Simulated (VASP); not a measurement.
# H3C49F in VASP: single point with PBE+D3(BJ)

Aim: the single point of H3C49F with PBE+D3(BJ).

All numbers are computed with VASP 6.6.1; they aren't measurements. Logs are shortened: lines on timing, memory, paths and dates and some standing lists are left out, and cuts for length are marked.

## Step 1: The cell of the first run

The cell holds a slab with vacuum, 53 atoms: a = 5.030 Å, b = 7.114 Å, c = 26.041 Å, α = 90.00°, β = 90.00°, γ = 90.00°.

## Step 2: Single point, PBE+D3(BJ)

The input, INCAR:

```
SYSTEM = H3C49F
ALGO = Normal
DIPOL = 0.5 0.5 0.450
EDIFF = 1E-7
ENCUT = 520
GGA = PE
IDIPOL = 3
ISIF = 2
ISMEAR = 0
IVDW = 12
LASPH = .True.
LCHARG = .True.
LDIPOL = .True.
LELF = .True.
LREAL = Auto
LVACPOTAV = .True.
LVHAR = .True.
LWAVE = .False.
NBANDS = 135
NELM = 80
PREC = Accurate
SIGMA = 0.05
```

The input, KPOINTS:

```
k-points
0
Gamma
  3 2 1
  0 0 0
```

The input, POSCAR:

```
H3C49F
1.0
    5.0301999808      0.0000000000      0.0000000000
    0.0000000000      7.1137770343      0.0000000000
    0.0000000000      0.0000000000     26.0407499760
C F H
49 1 3
Direct
    0.2500000000      0.5000000000      0.3072108141
    0.2500000000      0.0000000000      0.3072108141
    0.7500000000      0.5000000000      0.3072108141
    0.7500000000      0.0000000000      0.3072108141
    0.5000000000      0.6250000000      0.3072108141
    0.5000000000      0.1250000000      0.3072108141
    0.0000000000      0.6250000000      0.3072108141
    0.0000000000      0.1250000000      0.3072108141
    0.5000000000      0.7500000000      0.3555024339
    0.5000000000      0.2500000000      0.3555024339
    0.0000000000      0.7500000000      0.3555024339
    0.0000000000      0.2500000000      0.3555024339
    0.7500000000      0.8750000000      0.3555024339
    0.7500000000      0.3750000000      0.3555024339
    0.2500000000      0.8750000000      0.3555024339
    0.2500000000      0.3750000000      0.3555024339
    0.7500000000      0.0000000000      0.4037940536
    0.7500000000      0.5000000000      0.4037940536
    0.2500000000      0.0000000000      0.4037940536
    0.2500000000      0.5000000000      0.4037940536
    0.0000000000      0.1250000000      0.4037940536
    0.0000000000      0.6250000000      0.4037940536
    0.5000000000      0.1250000000      0.4037940536
    0.5000000000      0.6250000000      0.4037940536
    0.0000058212      0.2505765122      0.4518308175
   -0.0000084487      0.7505676566      0.4518267586
    0.5000019186      0.2505736124      0.4518350535
    0.5000166845      0.7505439326      0.4518443904
    0.2500091333      0.3744269497      0.4518208728
    0.2500099499      0.8744194687      0.4518194735
    0.7500016826      0.3744768474      0.4518635692
    0.7499954579      0.8744644783      0.4518371700
    0.2500239948      0.5046799563      0.5016835582
    0.2500184098      0.0045781059      0.5015946904
    0.7500000643      0.5045523794      0.5016592301
    0.7499882414      0.0046739810      0.5016066300
    0.5000497453      0.6204146527      0.5016739820
    0.4999524556      0.1203991369      0.5015981834
   -0.0000144961      0.6203789311      0.5016666525
    0.0000474012      0.1203884251      0.5015954134
    0.5000877537      0.7648476224      0.5425467021
    0.5000217258      0.2644825595      0.5425563390
    0.0000123283      0.7649968159      0.5424244714
   -0.0000399809      0.2644809813      0.5425404338
    0.7499773334      0.8605911420      0.5425853261
    0.7499811213      0.3603050422      0.5426815576
    0.2500602416      0.8605161726      0.5425522348
    0.2500094331      0.3600114964      0.5423908060
    0.8974328549      0.5937917129      0.6655256218
    1.1694094617      0.5639156607      0.6568205171
    0.8563086119      0.7449833503      0.6625190469
    0.7835007520      0.5168173023      0.6362750115
    0.8475464507      0.5418238501      0.7040592769
```

Potentials or basis: VASP PAW PBE potentials, release 64 (C, F, H).

Launch:

```
cat potpaw_PBE.64/C/POTCAR potpaw_PBE.64/F/POTCAR potpaw_PBE.64/H/POTCAR > POTCAR
mpirun -np 1 vasp_std > vasp.out
```

OUTCAR:

```text
SYSTEM = H3C49F
   EDIFF = 1E-7
   ENCUT = 520
   GGA = PE
   ISIF = 2
   ISMEAR = 0
   IVDW = 12
   LASPH = .True.
   LREAL = Auto
   NELM = 80
   PREC = Accurate
 IVDW          = 12

 ion  position               nearest neighbor table
   1  0.250  0.500  0.307-   5 1.54   7 1.54  16 1.54
   2  0.250  0.000  0.307-   6 1.54   8 1.54  15 1.54
   3  0.750  0.500  0.307-   5 1.54   7 1.54  14 1.54
   4  0.750  0.000  0.307-   6 1.54   8 1.54  13 1.54
   5  0.500  0.625  0.307-   1 1.54   3 1.54   9 1.54
   6  0.500  0.125  0.307-   2 1.54   4 1.54  10 1.54
   7  0.000  0.625  0.307-   1 1.54   3 1.54  11 1.54
   8  0.000  0.125  0.307-   2 1.54   4 1.54  12 1.54
   9  0.500  0.750  0.356-  24 1.54  15 1.54  13 1.54   5 1.54
  10  0.500  0.250  0.356-  23 1.54  16 1.54  14 1.54   6 1.54
  11  0.000  0.750  0.356-  22 1.54  15 1.54  13 1.54   7 1.54
  12  0.000  0.250  0.356-  21 1.54  16 1.54  14 1.54   8 1.54
  13  0.750  0.875  0.356-  17 1.54  11 1.54   9 1.54   4 1.54
  14  0.750  0.375  0.356-  18 1.54  12 1.54  10 1.54   3 1.54
[... 24 lines left out ...]
  39  1.000  0.620  0.502-  43 1.48  33 1.50  35 1.50  26 1.59
  40  0.000  0.120  0.502-  44 1.48  36 1.50  34 1.50  25 1.59
  41  0.500  0.765  0.543-  45 1.43  47 1.43  37 1.48
  42  0.500  0.264  0.543-  48 1.43  46 1.43  38 1.48
  43  0.000  0.765  0.542-  47 1.43  45 1.43  39 1.48
  44  1.000  0.264  0.543-  48 1.43  46 1.43  40 1.48
  45  0.750  0.861  0.543-  41 1.43  43 1.43  36 1.48
  46  0.750  0.360  0.543-  42 1.43  44 1.43  35 1.48
  47  0.250  0.861  0.543-  43 1.43  41 1.43  34 1.48
  48  0.250  0.360  0.542-  42 1.43  44 1.43  33 1.48
  49  0.897  0.594  0.666-  51 1.10  53 1.10  52 1.10  50 1.40
  50  0.169  0.564  0.657-  49 1.40
  51  0.856  0.745  0.663-  49 1.10
  52  0.784  0.517  0.636-  49 1.10
  53  0.848  0.542  0.704-  49 1.10

  LATTYP: Found a simple orthorhombic cell.
 ALAT       =     5.0301999808
 B/A-ratio  =     1.4142135624
 C/A-ratio  =     5.1768816499

  Lattice vectors:

 A1 = (   5.0301999808,   0.0000000000,   0.0000000000)
 A2 = (   0.0000000000,   7.1137770343,   0.0000000000)
 A3 = (   0.0000000000,   0.0000000000,  26.0407499760)

Analysis of symmetry for initial positions (statically):
=====================================================================
 Subroutine PRICEL returns:
 Original cell was already a primitive cell.

 Routine SETGRP: Setting up the symmetry group for a
 simple orthorhombic supercell.

 Subroutine GETGRP returns: Found  1 space group operations
 (whereof  1 operations were pure point group operations)
 out of a pool of  8 trial point group operations.

The static configuration has the point symmetry C_1 .

Analysis of symmetry for dynamics (positions and initial velocities):
=====================================================================
 Subroutine PRICEL returns:
 Original cell was already a primitive cell.

 Routine SETGRP: Setting up the symmetry group for a
 simple orthorhombic supercell.

 Subroutine GETGRP returns: Found  1 space group operations
 (whereof  1 operations were pure point group operations)
 out of a pool of  8 trial point group operations.

The dynamic configuration has the point symmetry C_1 .

 Subroutine INISYM returns: Found  1 space group operations
 (whereof  1 operations are pure point group operations),
 and found     1 'primitive' translations

----------------------------------------------------------------------------------------

                                     Primitive cell

  volume of cell :     931.8349

  direct lattice vectors                    reciprocal lattice vectors
     5.030199981  0.000000000  0.000000000     0.198799253  0.000000000  0.000000000
     0.000000000  7.113777034  0.000000000     0.000000000  0.140572300  0.000000000
     0.000000000  0.000000000 26.040749976     0.000000000  0.000000000  0.038401352

  length of vectors
     5.030199981  7.113777034 26.040749976     0.198799253  0.140572300  0.038401352

  position of ions in fractional coordinates (direct lattice)
     0.250000000  0.500000000  0.307210814
     0.250000000  0.000000000  0.307210814
     0.750000000  0.500000000  0.307210814
     0.750000000  0.000000000  0.307210814
     0.500000000  0.625000000  0.307210814
     0.500000000  0.125000000  0.307210814
[... 45 lines left out ...]
     0.783500752  0.516817302  0.636275011
     0.847546451  0.541823850  0.704059277

  ion indices of the primitive-cell ions
   primitive index   ion index
                 1           1
                 2           2
                 3           3
                 4           4
                 5           5
                 6           6
[... 45 lines left out ...]
                52          52
                53          53

----------------------------------------------------------------------------------------

 KPOINTS: k-points

Automatic generation of k-mesh.
 Grid dimensions read from file:
 generate k-points for:    3    2    1

 Generating k-lattice:

  Cartesian coordinates                     Fractional coordinates (reciprocal lattice)
     0.066266418  0.000000000  0.000000000     0.333333333  0.000000000  0.000000000
     0.000000000  0.070286150  0.000000000     0.000000000  0.500000000  0.000000000
     0.000000000  0.000000000  0.038401352     0.000000000  0.000000000  1.000000000

  Length of vectors
     0.066266418  0.070286150  0.038401352

  Shift w.r.t. Gamma in fractional coordinates (k-lattice)
     0.000000000  0.000000000  0.000000000

 Subroutine IBZKPT returns following result:
 ===========================================

 Found      4 irreducible k-points:

 Following reciprocal coordinates:
            Coordinates               Weight
  0.000000  0.000000  0.000000      1.000000
  0.333333  0.000000  0.000000      2.000000
  0.000000  0.500000  0.000000      1.000000
  0.333333  0.500000  0.000000      2.000000
   k-points           NKPTS =      4   k-points in BZ     NKDIM =      4   number of bands    NBANDS=    135
   number of dos      NEDOS =    301   number of ions     NIONS =     53
   total plane-waves  NPLWV = 423360
   dimension x,y,z NGX =    40 NGY =   54 NGZ =  196
   dimension x,y,z NGXF=    80 NGYF=  108 NGZF=  392
   ions per type =              49   1   3
   NGX,Y,Z   is equivalent  to a cutoff of  13.22, 12.62, 12.51 a.u.
   NGXF,Y,Z  is equivalent  to a cutoff of  26.44, 25.24, 25.03 a.u.
 SYSTEM =  H3C49F
   PREC   = accura    normal or accurate (medium, high low for compatibility)
   ISTART =      0    job   : 0-new  1-cont  2-samecut
   ICHARG =      2    charge: 1-file 2-atom 10-const
   ISPIN  =      1    spin polarized calculation?
   LNONCOLLINEAR =      F non collinear calculations
   LSORBIT =      F    spin-orbit coupling
   LASPH  =      T    aspherical Exc in radial PAW
   ENCUT  =  520.0 eV  38.22 Ry    6.18 a.u.   9.35 13.23 48.42*2*pi/ulx,y,z
   NELM   =     80;   NELMIN=  2; NELMDL= -5     # of ELM steps
   EDIFF  = 0.1E-06   stopping-criterion for ELM
   LREAL  =      T    real-space projection
   EDIFFG = 0.1E-05   stopping-criterion for IOM
   NSW    =      0    number of steps for IOM
   IBRION =     -1    ionic relax: 0-MD 1-quasi-New 2-CG
   NFREE  =      0    steps in history (QN), initial steepest desc. (CG)
   ISIF   =      2    stress and relaxation
   ISYM   =      2    0-nonsym 1-usesym 2-fastsym
   POTIM  = 0.5000    time-step for ionic-motion
   TEBEG  =    0.0;   TEEND  =   0.0 temperature during run
   PSTRESS=    0.0 pullay stress
   NELECT =     206.0000    total number of electrons
   NUPDOWN=      -1.0000    fix difference up-down
   EMIN   =  10.00;   EMAX   =-10.00  energy-range for DOS
   EFERMI =   0.00;   METHOD = LEGACY
   ISMEAR =     0;   SIGMA  =   0.05  broadening in eV -4-tet -1-fermi 0-gaus
   EFERMI_NEDOS =   21; number of points for ismear=-14 and -15
   IALGO  =     38    algorithm
   IMIX   =      4    mixing-type and parameters
     AMIX     =   0.40;   BMIX     =  1.00
     AMIX_MAG =   1.60;   BMIX_MAG =  1.00
  volume/ion in A,a.u.               =      17.58       118.65
  Fermi-wavevector in a.u.,A,eV,Ry     =   0.989884  1.870609 13.331941  0.979870
  Thomas-Fermi vector in A             =   2.121515
   LORBIT       =      0    0 simple, 1 ext, 2 COOP (PROOUT), +10 PAW based schemes
   GGA     = PE    functional components
   LHFCALC =     F    Hartree Fock is set to
   AEXX    =    0.0000 exact exchange contribution
   IVDW    =    12    specifies the selected vdW correction
   LEPSILON=     F    determine dielectric tensor
   LRPA    =     F    only Hartree local field effects (RPA)
 non-spin polarized calculation
 Gauss-broadening in eV      SIGMA  =   0.05
  energy-cutoff  :      520.00
  volume of cell :      931.83
 maximum number of plane-waves:     25122
 NGX is ok and might be reduce to    40
   NGX = 19   NGY = 27   NGZ = 97

 dipolmoment           0.000000      0.000000      0.429641 electrons x Angstroem

 number of electron     206.0000015 magnetization

 dipolmoment           0.000000      0.000000     -0.197693 electrons x Angstroem

 Free energy of the ion-electron system (eV)
  ---------------------------------------------------
  ext. energy  EPLUGINS =         0.00000000
  ---------------------------------------------------
  free energy    TOTEN  =      -433.49019167 eV

  energy without entropy =     -433.47433693  energy(sigma->0) =     -433.48226430

 E-fermi :  -0.7504     XC(G=0):  -5.0297

 val. band max:       -0.8420191761   @ k =   0.0000   0.0000   0.0000
 cond. band min:      -0.7338138903   @ k =   0.3333   0.0000   0.0000
 fundamental gap:      0.1082052858
 Fermi energy:        -0.7504462608

 k-point     1 :       0.0000    0.0000    0.0000
  band No.  band energies     occupation
      1     -25.3520      2.00000
      2     -22.6219      2.00000
      3     -21.2464      2.00000
      4     -20.4509      2.00000
      5     -20.2493      2.00000
      6     -19.1247      2.00000
[... 107 lines left out ...]
    114       4.1880      0.00000
    115       4.1891      0.00000
[... 352 lines left out ...]
    114       4.9924      0.00000
    115       4.9943      0.00000
 [bands above 115 left out]

------------------------ aborting loop because EDIFF is reached ----------------------------------------

 Edisp (eV)   -7.72064

 E8    (eV) :    -2.3002

  FORCE on cell =-STRESS in cart. coord.  units (eV):
  Direction    XX          YY          ZZ          XY          YZ          ZX
  --------------------------------------------------------------------------------------
  -------------------------------------------------------------------------------------
  Total     -12.62125    22.17318    -8.50078    -0.04533    -0.01828    -0.07917
  in kB     -21.70071    38.12409   -14.61606    -0.07795    -0.03142    -0.13612
  external pressure =        0.60 kB  Pullay stress =        0.00 kB

 VOLUME and BASIS-vectors are now :
 -----------------------------------------------------------------------------
  energy-cutoff  :      520.00
  volume of cell :      931.83
      direct lattice vectors                 reciprocal lattice vectors
     5.030199981  0.000000000  0.000000000     0.198799253  0.000000000  0.000000000
     0.000000000  7.113777034  0.000000000     0.000000000  0.140572300  0.000000000
     0.000000000  0.000000000 26.040749976     0.000000000  0.000000000  0.038401352

 POSITION                                       TOTAL-FORCE (eV/Angst)
 -----------------------------------------------------------------------------------
      1.25755      3.55689      8.00000        -0.001147      4.565959      1.000170
      1.25755      0.00000      8.00000         0.000323      4.566614      1.010343
      3.77265      3.55689      8.00000        -0.001596      4.566535      1.003079
      3.77265      0.00000      8.00000        -0.000414      4.562965      0.996638
      2.51510      4.44611      8.00000         0.001895     -4.567045      1.004060
      2.51510      0.88922      8.00000         0.001186     -4.564168      0.999618
[... 45 lines left out ...]
      3.94117      3.67652     16.56908        -0.001498      0.004454      0.005610
      4.26333      3.85441     18.33423        -0.000841      0.001580     -0.009647
 -----------------------------------------------------------------------------------
    total drift:                                0.004964     -0.054213      0.017980

  FREE ENERGIE OF THE ION-ELECTRON SYSTEM (eV)
  ---------------------------------------------------
  free  energy   TOTEN  =      -441.2108325456 eV

  energy  without entropy=     -441.1949777978  energy(sigma->0) =     -441.20290517

 vacuum level on the upper side and lower side of the slab         4.223         5.222
```

It took 35 min on 1 thread of AMD EPYC 7R43 (Zen 3), shared host; peak memory 0.93 GiB.

What came out:

```yaml
Free_energy: -441.2108 eV
Largest_force: 4.677 eV/Å
Band_gap_on_the_k_mesh: zero (bands 103 and 104 overlap by 0.11 eV)
Dispersion_energy_per_atom: -0.146 eV
```

Forces in eV/Å, atoms in the order of the input:
```
C   -0.001  4.566  1.000
C    0.000  4.567  1.010
C   -0.002  4.567  1.003
C    0.000  4.563  0.997
C    0.002 -4.567  1.004
C    0.001 -4.564  1.000
C    0.000 -4.567  1.004
C   -0.001 -4.566  1.004
C    0.004  1.022 -1.114
C   -0.004  1.022 -1.112
C   -0.004  1.023 -1.116
C    0.004  1.021 -1.118
C    0.001 -1.023 -1.112
C   -0.002 -1.022 -1.116
C   -0.001 -1.018 -1.130
C    0.001 -1.024 -1.118
C   -0.001  0.474  0.090
C   -0.001  0.477  0.101
C    0.001  0.477  0.101
C    0.001  0.483  0.106
C   -0.002 -0.471  0.104
C   -0.003 -0.479  0.108
C    0.002 -0.470  0.101
C    0.003 -0.476  0.109
C    0.000 -0.001  0.015
C    0.000 -0.001  0.016
C    0.000  0.000  0.013
C    0.000  0.001  0.014
C    0.000  0.001  0.001
C    0.000  0.000  0.004
C    0.000 -0.003  0.001
C    0.000  0.001  0.006
C    0.000  0.003 -0.017
C    0.001  0.007 -0.018
C    0.000  0.001 -0.019
C    0.000  0.004 -0.022
C    0.000 -0.004 -0.024
C   -0.001 -0.007 -0.023
C    0.000 -0.007 -0.029
C    0.000 -0.007 -0.023
C   -0.002 -0.014  0.030
C    0.000 -0.014  0.028
C   -0.001 -0.015  0.035
C   -0.001 -0.013  0.028
C    0.001  0.012  0.020
C    0.000  0.010  0.018
C    0.000  0.010  0.019
C    0.001  0.012  0.024
C   -0.298  0.055  0.055
F    0.304 -0.045 -0.051
H    0.000 -0.006  0.000
H   -0.001  0.004  0.006
H   -0.001  0.002 -0.010
```

Caveat: the k points lie up to 0.44 Å⁻¹ apart.

The gap in the log of VASP goes by the Fermi energy; the results here count the filled bands.